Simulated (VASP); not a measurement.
Here is a VASP 6.6.1 calculation.

INCAR

```
  ALGO = Normal
  EDIFF = 1E-6
  ENCUT = 520
  GGA = PS
  ISIF = 2
  ISMEAR = -1
  LASPH = True
  LCHARG = False
  LREAL = False
  LWAVE = False
  NBANDS = 14
  NELM = 80
  PREC = Accurate
  SIGMA = 0.05
```

File KPOINTS:

```
k-points
0
Gamma
  8 8 8
```

The input POSCAR:

```
TiAl
1.0
    3.1577273571      0.0000000000      0.0000000000
    0.0000000000      3.1577273571      0.0000000000
    0.0000000000      0.0000000000      3.1577273571
Ti Al
1 1
Direct
    0.0000000000      0.0000000000      0.0000000000
    0.5000000000      0.5000000000      0.5000000000
```

Potentials or basis: VASP PAW PBE potentials, release 64 (Ti_sv, Al).

Launch:

```bash
$ cat potpaw_PBE.64/Ti_sv/POTCAR potpaw_PBE.64/Al/POTCAR > POTCAR
$ mpirun -np 1 vasp_std > vasp.out
```

Question: Predict the pressure.

Answer: -0.1 GPa.

Caveat: the PAW data sets were made with another functional, which shifts forces and pressure a little.
